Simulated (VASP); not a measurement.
Crystal: TaTl.

```
CELL_PARAMETERS angstrom
3.62212 0.00000 0.00000
0.00000 3.62212 0.00000
0.00000 0.00000 3.62212
ATOMIC_POSITIONS crystal
Ta 0.00000 0.00000 0.00000
Tl 0.50000 0.50000 0.50000
```

```yaml
Program: VASP 6.6.1
Task: relaxation of cell and atoms
Functional: PBE
Potentials_or_basis: VASP PAW PBE potentials, release 64 (Ta_pv, Tl_d)
Cutoff: 600 eV
k_mesh: 7 × 7 × 7
Occupations: fermi-dirac, width 0.05 eV
Spin: no spin polarisation
```

At the start: pressure -13.5 GPa; volume 23.76 Å³/atom.

Problem. Where does the relaxation end?

Solution. Over 7 steps the energy falls by 173.2 meV/atom and the volume is 20.29 Å³/atom (-14.6 %); space group Pm-3m (No. 221, to 0.1 Å) before and after.

Step by step:
```
step  energy change (eV)  largest force (eV/Å)  pressure (GPa)  volume (Å³)
   1              0.0000                0.0000          -13.48        47.52
   2              0.0618                0.0000           27.29        35.05
   3             -0.3462                0.0000           -0.53        40.76
   4             -0.3465                0.0000           -0.11        40.63
   5             -0.3464                0.0000            0.31        40.49
   6             -0.3464                0.0000           -0.34        40.70
   7             -0.3465                0.0000            0.01        40.59
```

Final structure:
```
Ta Tl
1.0
     3.43663    0.00000    0.00000
     0.00000    3.43663    0.00000
     0.00000    0.00000    3.43663
Ta Tl
1 1
Direct
  0.00000 0.00000 0.00000
  0.50000 0.50000 0.50000
```
